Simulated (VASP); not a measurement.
Set up this calculation in VASP 6.6.1, as the native input.

```yaml
Task: single point
Functional: PBE
Potentials_or_basis: VASP PAW PBE potentials, release 64 (Zn, Cd, F)
Cutoff: 520 eV
k_mesh: 4 × 4 × 4
Occupations: gaussian, width 0.1 eV
Spin: no spin polarisation
Dipole_correction: no
Further_INCAR_settings: ALGO = Normal; EDIFF = 1e-07; NBANDS = 35
```

The structure of ZnCdF4 lies in POSCAR:

```
ZnCdF4
1.0
    3.7620000000      0.0000000000      0.0000000000
    0.0000000000      3.7620000000      0.0000000000
    0.0000000000      0.0000000000      6.2494897400
Zn Cd F
1 1 4
Direct
    0.0000000000      0.0000000000      0.0000000000
    0.5000000000      0.5000000000      0.5000000000
    0.0000000000      0.0000000000      0.6959751800
    0.5000000000      0.0000000000      0.0000000000
    0.0000000000      0.5000000000      0.0000000000
    0.0000000000      0.0000000000      0.3040248200
```

One way to write it, as run:

INCAR

```
SYSTEM = ZnCdF4
PREC = Accurate
ENCUT = 520
EDIFF = 1E-7
ISMEAR = 0
SIGMA = 0.1
LREAL = .FALSE.
LASPH = .TRUE.
NELM = 100
ALGO = Normal
ISIF = 2
LWAVE = .FALSE.
LCHARG = .FALSE.
GGA = PE
NBANDS = 35
```

KPOINTS

```
regular mesh
0
G
  4 4 4
  0 0 0
```

Potentials or basis: VASP PAW PBE potentials, release 64 (Zn, Cd, F).

Launch:

```sh
$ cat potpaw_PBE.64/Zn/POTCAR potpaw_PBE.64/Cd/POTCAR potpaw_PBE.64/F/POTCAR > POTCAR
$ mpirun -np 1 vasp_std > vasp.out
```

It gave:

```json
{"Pressure": "4.9 GPa", "Largest force": "2.005 eV/Å", "Band gap on the k mesh": "zero (band 26 reaches -0.10 eV, above the bottom of band 27 at -1.74 eV)"}
```

Caveat: the k points lie up to 0.42 Å⁻¹ apart; forces of over 1 eV/Å act on the atoms, so gaps and moduli don't describe the material at rest.

It took 28 s on 1 thread of Intel(R) Xeon(R) 6975P-C (Granite Rapids), on a shared host, peak memory 0.21 GiB.
